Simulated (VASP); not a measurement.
# Si (I4_1/amd) in VASP: relaxation of cell and atoms with PBEsol

Aim: the relaxation of cell and atoms of Si with PBEsol.

Program: VASP 6.6.1. These are calculated values, not measurements. Logs are shortened: lines on timing, memory, paths and dates and some standing lists are left out, and cuts for length are marked.

### Step 1. The cell of the first run

The structure is tetragonal, space group I4_1/amd (No. 141). Conventional cell: a = 4.743 Å, b = 4.743 Å, c = 2.659 Å, α = 90.00°, β = 90.00°, γ = 90.00°. Within 3.3 Å of Si (site symmetry -4m2) lie 10 Si at 2.46 to 3.10 Å.

### Step 2. Relaxation of cell and atoms, PBEsol

File INCAR:

```
SYSTEM = Si
PREC = Accurate ; ENCUT = 600
EDIFF = 1E-6 ; ISMEAR = -1
SIGMA = 0.08 ; LREAL = .False.
LASPH = .True. ; NELM = 80
ALGO = Normal ; ISIF = 3
LWAVE = .False. ; LCHARG = .False.
GGA = PS ; IBRION = 2
NSW = 100 ; EDIFFG = -0.002
```

File KPOINTS:

```
Automatic mesh
0
Gamma
  16 16 16
  0 0 0
```

File POSCAR:

```
Si
1.0
   -2.3713723045      2.3713723045      1.3292653899
    2.3713723045     -2.3713723045      1.3292653899
    2.3713723045      2.3713723045     -1.3292653899
Si
2
Direct
    0.2500000000      0.7500000000      0.5000000000
    0.5000000000      0.5000000000      0.0000000000
```

Potentials or basis: VASP PAW PBE potentials, release 64 (Si).

Started as:

```console
cat potpaw_PBE.64/Si/POTCAR > POTCAR
mpirun -np 1 vasp_std > vasp.out
```

OUTCAR:

```text
SYSTEM = Si
   PREC = Accurate
   ENCUT = 600
   EDIFF = 1E-6
   ISMEAR = -1
   LREAL = .False.
   LASPH = .True.
   NELM = 80
   ISIF = 3
   GGA = PS
   IBRION = 2
   NSW = 100
   EDIFFG = -0.002

 ion  position               nearest neighbor table
   1  0.250  0.750  0.500-   2 2.46   2 2.46   2 2.46   2 2.46   2 3.10   2 3.10   2 3.10   2 3.10

   2  0.500  0.500  0.000-   1 2.46   1 2.46   1 2.46   1 2.46   1 3.10   1 3.10   1 3.10   1 3.10

  LATTYP: Found a body centered tetragonal cell.
 ALAT       =     4.7427446090
 C/A-ratio  =     0.5605468983

  Lattice vectors:

 A1 = (  -2.3713723045,   2.3713723045,   1.3292653899)
 A2 = (   2.3713723045,  -2.3713723045,   1.3292653899)
 A3 = (   2.3713723045,   2.3713723045,  -1.3292653899)

Analysis of symmetry for initial positions (statically):
=====================================================================
 Subroutine PRICEL returns:
 Original cell was already a primitive cell.

 Routine SETGRP: Setting up the symmetry group for a
 body centered tetragonal supercell.

 Subroutine GETGRP returns: Found 16 space group operations
 (whereof  8 operations were pure point group operations)
 out of a pool of 16 trial point group operations.

The static configuration has the point symmetry D_2d.
 The point group associated with its full space group is D_4h.

Analysis of symmetry for dynamics (positions and initial velocities):
=====================================================================
 Subroutine PRICEL returns:
 Original cell was already a primitive cell.

 Routine SETGRP: Setting up the symmetry group for a
 body centered tetragonal supercell.

 Subroutine GETGRP returns: Found 16 space group operations
 (whereof  8 operations were pure point group operations)
 out of a pool of 16 trial point group operations.

The dynamic configuration has the point symmetry D_2d.
 The point group associated with its full space group is D_4h.

 Subroutine INISYM returns: Found 16 space group operations
 (whereof  8 operations are pure point group operations),
 and found     1 'primitive' translations

----------------------------------------------------------------------------------------

                                     Primitive cell

  volume of cell :      29.9000

  direct lattice vectors                    reciprocal lattice vectors
    -2.371372304  2.371372304  1.329265390     0.000000000  0.210848376  0.376147610
     2.371372304 -2.371372304  1.329265390     0.210848376  0.000000000  0.376147610
     2.371372304  2.371372304 -1.329265390     0.210848376  0.210848376  0.000000000

  length of vectors
     3.607458896  3.607458896  3.607458896     0.431212317  0.431212317  0.298184633

  position of ions in fractional coordinates (direct lattice)
     0.250000000  0.750000000  0.500000000
     0.500000000  0.500000000  0.000000000

  ion indices of the primitive-cell ions
   primitive index   ion index
                 1           1
                 2           2

----------------------------------------------------------------------------------------

 KPOINTS: Automatic mesh

Automatic generation of k-mesh.
 Grid dimensions read from file:
 generate k-points for:   16   16   16

 Generating k-lattice:

  Cartesian coordinates                     Fractional coordinates (reciprocal lattice)
     0.000000000  0.013178024  0.023509226     0.062500000  0.000000000  0.000000000
     0.013178024  0.000000000  0.023509226     0.000000000  0.062500000  0.000000000
     0.013178024  0.013178024  0.000000000     0.000000000  0.000000000  0.062500000

  Length of vectors
     0.026950770  0.026950770  0.018636540

  Shift w.r.t. Gamma in fractional coordinates (k-lattice)
     0.000000000  0.000000000  0.000000000

 Subroutine IBZKPT returns following result:
 ===========================================

 Found    349 irreducible k-points:

 Following reciprocal coordinates:
            Coordinates               Weight
  0.000000  0.000000  0.000000      1.000000
  0.062500 -0.000000  0.000000      8.000000
  0.125000 -0.000000  0.000000      8.000000
  0.187500 -0.000000  0.000000      8.000000
  0.250000 -0.000000  0.000000      8.000000
  0.312500 -0.000000  0.000000      8.000000
[... 16 lines left out ...]
 -0.125000  0.062500  0.000000     16.000000
 -0.062500  0.062500  0.000000      4.000000
 [... further k-points ...]
   k-points           NKPTS =    349   k-points in BZ     NKDIM =    349   number of bands    NBANDS=      8
   number of dos      NEDOS =    301   number of ions     NIONS =      2
   total plane-waves  NPLWV =  27000
   dimension x,y,z NGX =    30 NGY =   30 NGZ =   30
   dimension x,y,z NGXF=    60 NGYF=   60 NGZF=   60
   ions per type =               2
   NGX,Y,Z   is equivalent  to a cutoff of  13.83, 13.83, 13.83 a.u.
   NGXF,Y,Z  is equivalent  to a cutoff of  27.65, 27.65, 27.65 a.u.
 SYSTEM =  Si
   PREC   = accura    normal or accurate (medium, high low for compatibility)
   ISTART =      0    job   : 0-new  1-cont  2-samecut
   ICHARG =      2    charge: 1-file 2-atom 10-const
   ISPIN  =      1    spin polarized calculation?
   LNONCOLLINEAR =      F non collinear calculations
   LSORBIT =      F    spin-orbit coupling
   LASPH  =      T    aspherical Exc in radial PAW
   ENCUT  =  600.0 eV  44.10 Ry    6.64 a.u.   7.20  7.20  7.20*2*pi/ulx,y,z
   NELM   =     80;   NELMIN=  2; NELMDL= -5     # of ELM steps
   EDIFF  = 0.1E-05   stopping-criterion for ELM
   LREAL  =      F    real-space projection
   EDIFFG = -.2E-02   stopping-criterion for IOM
   NSW    =    100    number of steps for IOM
   IBRION =      2    ionic relax: 0-MD 1-quasi-New 2-CG
   NFREE  =      1    steps in history (QN), initial steepest desc. (CG)
   ISIF   =      3    stress and relaxation
   ISYM   =      2    0-nonsym 1-usesym 2-fastsym
   POTIM  = 0.5000    time-step for ionic-motion
   TEBEG  =    0.0;   TEEND  =   0.0 temperature during run
   PSTRESS=    0.0 pullay stress
   NELECT =       8.0000    total number of electrons
   NUPDOWN=      -1.0000    fix difference up-down
   EMIN   =  10.00;   EMAX   =-10.00  energy-range for DOS
   EFERMI =   0.00;   METHOD = LEGACY
   ISMEAR =    -1;   SIGMA  =   0.08  broadening in eV -4-tet -1-fermi 0-gaus
   EFERMI_NEDOS =   21; number of points for ismear=-14 and -15
   IALGO  =     38    algorithm
   IMIX   =      4    mixing-type and parameters
     AMIX     =   0.40;   BMIX     =  1.00
     AMIX_MAG =   1.60;   BMIX_MAG =  1.00
  volume/ion in A,a.u.               =      14.95       100.89
  Fermi-wavevector in a.u.,A,eV,Ry     =   1.054908  1.993486 15.140973  1.112830
  Thomas-Fermi vector in A             =   2.190086
   LORBIT       =      0    0 simple, 1 ext, 2 COOP (PROOUT), +10 PAW based schemes
   GGA     = PS    functional components
   LHFCALC =     F    Hartree Fock is set to
   AEXX    =    0.0000 exact exchange contribution
   IVDW    =     0    specifies the selected vdW correction
   LEPSILON=     F    determine dielectric tensor
   LRPA    =     F    only Hartree local field effects (RPA)
 conjugate gradient relaxation of ions
 non-spin polarized calculation
  energy-cutoff  :      600.00
  volume of cell :       29.90
 maximum number of plane-waves:      1018
 NGX is ok and might be reduce to    30
   NGX = 15   NGY = 15   NGZ = 15

--------------------------------------- Ionic step        1  -------------------------------------------

 number of electron       8.0000000 magnetization

 Free energy of the ion-electron system (eV)
  ---------------------------------------------------
  ext. energy  EPLUGINS =         0.00000000
  ---------------------------------------------------
  free energy    TOTEN  =       -11.12366514 eV

  energy without entropy =      -11.10730186  energy(sigma->0) =      -11.11548350

------------------------ aborting loop because EDIFF is reached ----------------------------------------

  FORCE on cell =-STRESS in cart. coord.  units (eV):
  Direction    XX          YY          ZZ          XY          YZ          ZX
  --------------------------------------------------------------------------------------
  -------------------------------------------------------------------------------------
  Total        0.2653572      0.2653572     -0.0031906      0.0000000     -0.0000000      0.0000000
  in kB       14.2190405     14.2190405     -0.1709641      0.0000000     -0.0000000      0.0000000
  external PRESSURE =       9.4223723 kB  Pullay stress =       0.0000000 kB
[... 89 lines left out ...]
  FREE ENERGIE OF THE ION-ELECTRON SYSTEM (eV)
  ---------------------------------------------------
  free  energy   TOTEN  =       -11.1250110818 eV

  energy  without entropy=      -11.1083025462  energy(sigma->0) =      -11.11665681

[... ionic steps 4 to 8 ...]

--------------------------------------- Ionic step        9  -------------------------------------------

 number of electron       8.0000000 magnetization

------------------------ aborting loop because EDIFF is reached ----------------------------------------

  FORCE on cell =-STRESS in cart. coord.  units (eV):
  Direction    XX          YY          ZZ          XY          YZ          ZX
  --------------------------------------------------------------------------------------
  -------------------------------------------------------------------------------------
  Total        0.0060287      0.0060287      0.0087420      0.0000000      0.0000000      0.0000000
  in kB        0.3212112      0.3212112      0.4657721      0.0000000      0.0000000      0.0000000
  external PRESSURE =       0.3693982 kB  Pullay stress =       0.0000000 kB
[... 57 lines left out ...]
  energy  without entropy=      -11.1092334206  energy(sigma->0) =      -11.11770319

--------------------------------------- Ionic step       11  -------------------------------------------

 number of electron       8.0000000 magnetization

 Free energy of the ion-electron system (eV)
  ---------------------------------------------------
  ext. energy  EPLUGINS =         0.00000000
  ---------------------------------------------------
  free energy    TOTEN  =       -11.12617441 eV

  energy without entropy =      -11.10923544  energy(sigma->0) =      -11.11770493

 E-fermi :   9.2711     XC(G=0): -11.0255

 val. band max:        9.2696422128   @ k =  -0.1250   0.5000   0.1250
 cond. band min:       9.2729923743   @ k =  -0.3125   0.5000   0.2500
 fundamental gap:      0.0033501614
 Fermi energy:         9.2710820209

 k-point     1 :       0.0000    0.0000    0.0000
  band No.  band energies     occupation
      1      -4.5881      2.00000
      2       6.7196      2.00000
      3       6.7196      2.00000
      4       7.1909      2.00000
      5      10.7093      0.00000
      6      16.9362      0.00000
      7      18.1914      0.00000
      8      18.1914      0.00000
[... 243 lines left out ...]
 k-point    24 :      -0.0625    0.0625    0.0000
  band No.  band energies     occupation
      1      -4.5392      2.00000
      2       5.7869      2.00000
      3       6.7640      2.00000
      4       7.9151      2.00000
      5      11.0428      0.00000
      6      16.2341      0.00000
      7      17.8127      0.00000
      8      18.7452      0.00000

 [... further k-points ...]

------------------------ aborting loop because EDIFF is reached ----------------------------------------

  FORCE on cell =-STRESS in cart. coord.  units (eV):
  Direction    XX          YY          ZZ          XY          YZ          ZX
  --------------------------------------------------------------------------------------
  -------------------------------------------------------------------------------------
  Total       -0.0032143     -0.0032143     -0.0009557      0.0000000     -0.0000000      0.0000000
  in kB       -0.1712005     -0.1712005     -0.0509022      0.0000000     -0.0000000      0.0000000
  external PRESSURE =      -0.1311011 kB  Pullay stress =       0.0000000 kB
[... 17 lines left out ...]
  FREE ENERGIE OF THE ION-ELECTRON SYSTEM (eV)
  ---------------------------------------------------
  free  energy   TOTEN  =       -11.1261744149 eV

  energy  without entropy=      -11.1092354364  energy(sigma->0) =      -11.11770493

 reached required accuracy - stopping structural energy minimisation
```

Wall time 12 min (1 thread of Intel Xeon 8259CL, shared host); peak memory 0.23 GiB.

What came out:

```
Free energy                           : -11.1262 eV
Relaxed volume                        : 15.04 Å³/atom
Relaxed cell                          : a = 3.631 Å, b = 3.631 Å, c = 3.631 Å, α = 97.51°, β = 97.51°, γ = 137.62°
Space group after relaxing (to 0.1 Å) : I4_1/amd (No. 141)
Energy gained by relaxing             : 1.3 meV/atom
Ionic steps                           : 11
Pressure after relaxing               : 0.0 GPa
Band gap on the k mesh                : zero (bands 4 and 5 overlap by 6.23 eV)
```

Step by step:
| step | energy change (eV) | largest force (eV/Å) | pressure (GPa) | volume (Å³) |
| --- | --- | --- | --- | --- |
| 1 | 0.0000 | 0.0000 | 0.94 | 29.90 |
| 2 | -0.0013 | 0.0000 | -0.61 | 30.28 |
| 3 | -0.0013 | 0.0000 | -0.32 | 30.21 |
| 4 | -0.0020 | 0.0000 | -0.21 | 30.16 |
| 5 | -0.0025 | 0.0000 | 0.06 | 30.06 |
| 6 | -0.0025 | 0.0000 | 0.02 | 30.08 |
| 7 | -0.0025 | 0.0000 | 0.03 | 30.07 |
| 8 | -0.0025 | 0.0000 | 0.05 | 30.07 |
| 9 | -0.0025 | 0.0000 | 0.04 | 30.07 |
| 10 | -0.0025 | 0.0000 | -0.04 | 30.09 |
| 11 | -0.0025 | 0.0000 | -0.01 | 30.08 |

Final structure:
```
Si
1.0
    -2.39383    2.39383    1.31234
     2.39383   -2.39383    1.31234
     2.39383    2.39383   -1.31234
Si
2
Direct
  0.25000 0.75000 0.50000
  0.50000 0.50000 0.00000
```

Caveat: the PAW data sets were made with another functional, which shifts forces and pressure a little.
